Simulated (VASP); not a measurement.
# InF3 (R-3c) in VASP: further runs, part 2 of 2

VASP 6.6.1. The steps go on from the part before.

### Step 4. Single point, LDA (volume scaled by 0.88, then relaxed in part)

Input file INCAR:

```
SYSTEM = InF3
PREC     = Accurate       ! precision mode
ENCUT    = 520            ! plane-wave cutoff, eV
EDIFF    = 1E-6           ! SCF threshold, eV
ISMEAR   = 0              ! smearing method
SIGMA    = 0.02           ! smearing width, eV
LREAL    = .False.        ! projectors in reciprocal space
LASPH    = .True.         ! aspherical terms in the spheres
NELM     = 100            ! most SCF steps
ALGO     = Normal         ! electronic algorithm
ISIF     = 2              ! what is computed and relaxed
LWAVE    = .False.        ! write WAVECAR
LCHARG   = .False.        ! write CHGCAR
NBANDS   = 44             ! bands
```

Input file KPOINTS:

```
Automatic mesh
0
Gamma
  6 6 6
  0 0 0
```

Input file POSCAR:

```
InF3
1.0
    2.3984001191      1.3847169544      4.8020011768
   -2.3984001191      1.3847169544      4.8020011768
    0.0000000000     -2.7694339088      4.8020011768
In F
2 6
Direct
    0.0000000000      0.0000000000      0.0000000000
    0.5000000000      0.5000000000      0.5000000000
    0.9358957686      0.5641042314      0.2500000000
    0.2500000000      0.9358957686      0.5641042314
    0.5641042314      0.2500000000      0.9358957686
    0.0641042314      0.4358957686      0.7500000000
    0.7500000000      0.0641042314      0.4358957686
    0.4358957686      0.7500000000      0.0641042314
```

Potentials or basis: VASP PAW LDA potentials, release 64 (In_d, F).

The run is started by

```console
> cat potpaw_LDA.64/In_d/POTCAR potpaw_LDA.64/F/POTCAR > POTCAR
> mpirun -np 1 vasp_std > vasp.out
```

OUTCAR:

```text
SYSTEM = InF3
   PREC = Accurate
   ENCUT = 520
   EDIFF = 1E-6
   ISMEAR = 0
   LREAL = .False.
   LASPH = .True.
   NELM = 100
   ISIF = 2

 ion  position               nearest neighbor table
   1  0.000  0.000  0.000-   5 2.04   8 2.04   6 2.04   3 2.04   7 2.04   4 2.04   2 3.67   2 3.67
                             2 3.67   2 3.67   2 3.67   2 3.67
   2  0.500  0.500  0.500-   4 2.04   7 2.04   6 2.04   3 2.04   5 2.04   8 2.04   1 3.67   1 3.67
                             1 3.67   1 3.67   1 3.67   1 3.67
   3  0.936  0.564  0.250-   1 2.04   2 2.04
   4  0.250  0.936  0.564-   2 2.04   1 2.04
   5  0.564  0.250  0.936-   1 2.04   2 2.04
[... 1346 lines left out ...]
  Total        4.8208587      4.8208587      4.9194242      0.0000000      0.0000000      0.0000000
  in kB       80.7195672     80.7195672     82.3699294      0.0000000      0.0000000      0.0000000
  external PRESSURE =      81.2696880 kB  Pullay stress =       0.0000000 kB

 VOLUME and BASIS-vectors are now :
 -----------------------------------------------------------------------------
  energy-cutoff  :      520.00
  volume of cell :       95.69
      direct lattice vectors                 reciprocal lattice vectors
     2.398400119  1.384716954  4.802001177     0.208472305  0.120361541  0.069415504
    -2.398400119  1.384716954  4.802001177    -0.208472305  0.120361541  0.069415504
     0.000000000 -2.769433909  4.802001177     0.000000000 -0.240723082  0.069415504

 POSITION                                       TOTAL-FORCE (eV/Angst)
 -----------------------------------------------------------------------------------
      0.00000      0.00000      0.00000         0.000000      0.000000     -0.000000
      0.00000      0.00000      7.20300         0.000000      0.000000     -0.000000
      0.89170      1.38472      8.40350         0.060802      0.000000     -0.000000
     -1.64505      0.07988      8.40350        -0.030401      0.052656     -0.000000
      0.75335     -1.46460      8.40350        -0.030401     -0.052656     -0.000000
     -0.89170     -1.38472      6.00250        -0.060802      0.000000      0.000000
      1.64505     -0.07988      6.00250         0.030401     -0.052656     -0.000000
     -0.75335      1.46460      6.00250         0.030401      0.052656     -0.000000
 -----------------------------------------------------------------------------------
    total drift:                               -0.000000      0.000000     -0.000000

  FREE ENERGIE OF THE ION-ELECTRON SYSTEM (eV)
  ---------------------------------------------------
  free  energy   TOTEN  =       -40.0780194814 eV

  energy  without entropy=      -40.0780194814  energy(sigma->0) =      -40.07801948
```

OSZICAR:

```text
N       E                     dE             d eps       ncg     rms          rms(c)
DAV:   1     0.986771757613E+03    0.98677E+03   -0.33944E+04  2896   0.207E+03
DAV:   2     0.104613054910E+03   -0.88216E+03   -0.82573E+03  3152   0.582E+02
DAV:   3    -0.366427948153E+02   -0.14126E+03   -0.13892E+03  2924   0.231E+02
DAV:   4    -0.440464793688E+02   -0.74037E+01   -0.73361E+01  3648   0.578E+01
DAV:   5    -0.443051584088E+02   -0.25868E+00   -0.25844E+00  3848   0.107E+01    0.173E+01
DAV:   6    -0.402456245809E+02    0.40595E+01   -0.11486E+01  4320   0.467E+01    0.121E+01
DAV:   7    -0.401616602460E+02    0.83964E-01   -0.95056E-01  3128   0.619E+00    0.366E+00
DAV:   8    -0.400938216361E+02    0.67839E-01   -0.82042E-02  3980   0.233E+00    0.129E+00
DAV:   9    -0.400776291374E+02    0.16192E-01   -0.16314E-02  4320   0.198E+00    0.118E-01
DAV:  10    -0.400780221274E+02   -0.39299E-03   -0.46724E-03  3112   0.467E-01    0.220E-01
DAV:  11    -0.400780199716E+02    0.21558E-05   -0.14396E-04  4792   0.114E-01    0.123E-01
DAV:  12    -0.400780211310E+02   -0.11594E-05   -0.11433E-05  3068   0.215E-02    0.491E-02
DAV:  13    -0.400780194376E+02    0.16934E-05   -0.64327E-06  3328   0.268E-02    0.706E-03
DAV:  14    -0.400780194814E+02   -0.43805E-07   -0.47055E-07  1604   0.481E-03
   1 F= -.40078019E+02 E0= -.40078019E+02  d E =-.296829E-32
```

Wall time 77 s (1 thread of Intel Xeon 6975P-C (Granite Rapids), shared host); peak memory 0.27 GiB.

What came out:

- Free energy: -40.0780 eV
- Pressure: 8.1 GPa
- Largest force: 0.061 eV/Å
- Band gap on the k mesh: 4.26 eV, direct

Forces in eV/Å, atoms in the order of the input:
```
In   0.000  0.000  0.000
In   0.000  0.000  0.000
F    0.061  0.000  0.000
F   -0.030  0.053  0.000
F   -0.030 -0.053  0.000
F   -0.061  0.000  0.000
F    0.030 -0.053  0.000
F    0.030  0.053  0.000
```

Caveat: spin-orbit coupling is left out, which moves the levels of the heavy elements. A k mesh can miss the band edges.

### Step 5. Single point, LDA (volume scaled by 0.91, then relaxed in part)

Input file INCAR:

```
PREC = Accurate
ENCUT = 520
EDIFF = 1E-7
ISMEAR = 0
SIGMA = 0.02
LREAL = False
LASPH = True
NELM = 80
ALGO = Normal
ISIF = 2
LWAVE = False
LCHARG = False
GGA = CA
NBANDS = 44
```

Input file KPOINTS:

```
regular mesh
0
Gamma
  6 6 6
```

Input file POSCAR:

```
InF3
1.0
    2.4308697446      1.4034633014      4.8339358186
   -2.4308697446      1.4034633014      4.8339358186
    0.0000000000     -2.8069266028      4.8339358186
In F
2 6
Direct
    0.0000000000      0.0000000000      0.0000000000
    0.5000000000      0.5000000000      0.5000000000
    0.9289793621      0.5710206379      0.2500000000
    0.2500000000      0.9289793621      0.5710206379
    0.5710206379      0.2500000000      0.9289793621
    0.0710206379      0.4289793621      0.7500000000
    0.7500000000      0.0710206379      0.4289793621
    0.4289793621      0.7500000000      0.0710206379
```

Potentials or basis: VASP PAW LDA potentials, release 64 (In_d, F).

The run is started by

```console
> cat potpaw_LDA.64/In_d/POTCAR potpaw_LDA.64/F/POTCAR > POTCAR
> mpirun -np 1 vasp_std > vasp.out
```

OUTCAR:

```text
PREC = Accurate
   ENCUT = 520
   EDIFF = 1E-7
   ISMEAR = 0
   LREAL = False
   LASPH = True
   NELM = 80
   ISIF = 2
   GGA = CA

 ion  position               nearest neighbor table
   1  0.000  0.000  0.000-   4 2.05   7 2.05   6 2.05   3 2.05   5 2.05   8 2.05   2 3.70   2 3.70
                             2 3.70   2 3.70   2 3.70   2 3.70
   2  0.500  0.500  0.500-   5 2.05   8 2.05   6 2.05   3 2.05   7 2.05   4 2.05   1 3.70   1 3.70
                             1 3.70   1 3.70   1 3.70   1 3.70
   3  0.929  0.571  0.250-   1 2.05   2 2.05
   4  0.250  0.929  0.571-   1 2.05   2 2.05
   5  0.571  0.250  0.929-   2 2.05   1 2.05
   6  0.071  0.429  0.750-   1 2.05   2 2.05
   7  0.750  0.071  0.429-   1 2.05   2 2.05
   8  0.429  0.750  0.071-   2 2.05   1 2.05

  LATTYP: Found a trigonal (rhomboedric) cell.
 ALAT       =     5.5897918076
 COS(alpha) =     0.6217646580

  Lattice vectors:

 A1 = (   2.4308697446,   1.4034633014,   4.8339358186)
 A2 = (  -2.4308697446,   1.4034633014,   4.8339358186)
 A3 = (   0.0000000000,  -2.8069266028,   4.8339358186)

[... 186 lines left out ...]

  energy without entropy =      -40.20798598  energy(sigma->0) =      -40.20798598

 E-fermi :   0.4404     XC(G=0): -10.9502

 val. band max:        0.2748304852   @ k =   0.0000   0.0000   0.0000
 cond. band min:       4.5174764914   @ k =   0.0000   0.0000   0.0000
 fundamental gap:      4.2426460062
 Fermi energy:         0.4404435218

 k-point     1 :       0.0000    0.0000    0.0000
  band No.  band energies     occupation
      1     -20.2625      2.00000
      2     -19.5954      2.00000
      3     -19.5954      2.00000
      4     -19.5225      2.00000
      5     -19.2607      2.00000
      6     -19.2607      2.00000
[... 1117 lines left out ...]
     43      15.2610      0.00000
     44      15.6746      0.00000

 [... further k-points ...]
[... 5 lines left out ...]
  --------------------------------------------------------------------------------------
  -------------------------------------------------------------------------------------
  Total        3.1157555      3.1157555      3.2892220     -0.0000000      0.0000000      0.0000000
  in kB       50.4497557     50.4497557     53.2584949     -0.0000000      0.0000000      0.0000000
  external PRESSURE =      51.3860021 kB  Pullay stress =       0.0000000 kB

 VOLUME and BASIS-vectors are now :
 -----------------------------------------------------------------------------
  energy-cutoff  :      520.00
  volume of cell :       98.95
      direct lattice vectors                 reciprocal lattice vectors
     2.430869745  1.403463301  4.833935819     0.205687697  0.118753847  0.068956922
    -2.430869745  1.403463301  4.833935819    -0.205687697  0.118753847  0.068956922
     0.000000000 -2.806926603  4.833935819     0.000000000 -0.237507695  0.068956922

 POSITION                                       TOTAL-FORCE (eV/Angst)
 -----------------------------------------------------------------------------------
      0.00000      0.00000      0.00000         0.000000     -0.000000      0.000000
      0.00000      0.00000      7.25090         0.000000      0.000000      0.000000
      0.87015      1.40346      8.45939         0.055860      0.000000      0.000000
     -1.65051      0.05184      8.45939        -0.027930      0.048376      0.000000
      0.78036     -1.45530      8.45939        -0.027930     -0.048376      0.000000
     -0.87015     -1.40346      6.04242        -0.055860      0.000000     -0.000000
      1.65051     -0.05184      6.04242         0.027930     -0.048376      0.000000
     -0.78036      1.45530      6.04242         0.027930      0.048376      0.000000
 -----------------------------------------------------------------------------------
    total drift:                                0.000000     -0.000000     -0.000000

  FREE ENERGIE OF THE ION-ELECTRON SYSTEM (eV)
  ---------------------------------------------------
  free  energy   TOTEN  =       -40.2079859835 eV

  energy  without entropy=      -40.2079859835  energy(sigma->0) =      -40.20798598
```

OSZICAR:

```text
N       E                     dE             d eps       ncg     rms          rms(c)
DAV:   1     0.998323140755E+03    0.99832E+03   -0.33511E+04  2848   0.206E+03
DAV:   2     0.102519481046E+03   -0.89580E+03   -0.84744E+03  3204   0.572E+02
DAV:   3    -0.369551379602E+02   -0.13947E+03   -0.13721E+03  2952   0.229E+02
DAV:   4    -0.441729490214E+02   -0.72178E+01   -0.71476E+01  3568   0.568E+01
DAV:   5    -0.444417608363E+02   -0.26881E+00   -0.26855E+00  3816   0.109E+01    0.170E+01
DAV:   6    -0.403842267915E+02    0.40575E+01   -0.11629E+01  4300   0.461E+01    0.118E+01
DAV:   7    -0.402940280514E+02    0.90199E-01   -0.92470E-01  3156   0.608E+00    0.358E+00
DAV:   8    -0.402241818989E+02    0.69846E-01   -0.80850E-02  4096   0.234E+00    0.125E+00
DAV:   9    -0.402075744692E+02    0.16607E-01   -0.16956E-02  4332   0.199E+00    0.119E-01
DAV:  10    -0.402079948013E+02   -0.42033E-03   -0.49308E-03  3196   0.488E-01    0.209E-01
DAV:  11    -0.402079861748E+02    0.86265E-05   -0.15942E-04  4768   0.119E-01    0.118E-01
DAV:  12    -0.402079874089E+02   -0.12341E-05   -0.11862E-05  3132   0.215E-02    0.480E-02
DAV:  13    -0.402079859599E+02    0.14490E-05   -0.61002E-06  4136   0.229E-02    0.791E-03
DAV:  14    -0.402079859835E+02   -0.23688E-07   -0.23072E-07  2468   0.323E-03
   1 F= -.40207986E+02 E0= -.40207986E+02  d E =-.173704E-33
```

It took 83 s on 1 thread of Intel Xeon 6975P-C (Granite Rapids), shared host; peak memory 0.27 GiB.

Results:

```yaml
Free_energy: -40.2080 eV
Pressure: 5.1 GPa
Largest_force: 0.056 eV/Å
Band_gap_on_the_k_mesh: 4.24 eV, direct
```

Forces on the atoms (eV/Å):
```
In   0.000  0.000  0.000
In   0.000  0.000  0.000
F    0.056  0.000  0.000
F   -0.028  0.048  0.000
F   -0.028 -0.048  0.000
F   -0.056  0.000  0.000
F    0.028 -0.048  0.000
F    0.028  0.048  0.000
```

Levels at points of the mesh, in eV from the valence-band top:
| k point | band 31 | band 32 | band 33 | band 34 | band 35 | band 36 | band 37 | band 38 |
| --- | --- | --- | --- | --- | --- | --- | --- | --- |
| (0.00, 0.00, 0.00) | -0.24 | -0.24 | 0.00 | 0.00 | 4.24 | 9.86 | 10.39 | 12.14 |
| (0.50, 0.00, 0.00) | -0.34 | -0.34 | -0.27 | -0.27 | 7.12 | 7.12 | 11.40 | 11.40 |
| (0.50, 0.50, 0.00) | -0.35 | -0.23 | -0.16 | -0.08 | 7.11 | 8.53 | 9.81 | 10.82 |
| (0.50, 0.50, 0.50) | -0.12 | -0.12 | -0.12 | -0.12 | 6.73 | 6.73 | 12.30 | 12.30 |

Caveat: spin-orbit coupling is left out, which moves the levels of the heavy elements.

### Step 6. Summary

| cell | smearing | gap on the mesh (eV) | pressure (GPa) | largest force (eV/Å) |
| --- | --- | --- | --- | --- |
| a = 5.669 Å, angles 53.3°, 8 atoms | gaussian 0.02 eV | 4.26 | 0.6 | 0.05 |
| a = 5.721 Å, angles 56.4°, 8 atoms | gaussian 0.1 eV | 4.24 | 0.2 | 0.10 |
| a = 5.543 Å, angles 51.3°, 8 atoms | gaussian 0.02 eV | 4.26 | 8.1 | 0.06 |
| a = 5.590 Å, angles 51.6°, 8 atoms | gaussian 0.02 eV | 4.24 | 5.1 | 0.06 |

Alike in all rows: task single point; level LDA; potentials or basis VASP PAW LDA potentials, release 64 (In_d, F); no spin polarisation; k mesh 6 × 6 × 6; cutoff (eV) 520.

Caveats: spin-orbit coupling is left out, which moves the levels of the heavy elements.

Total energies depend on the potentials used, so only differences within one code and one set of settings carry meaning.
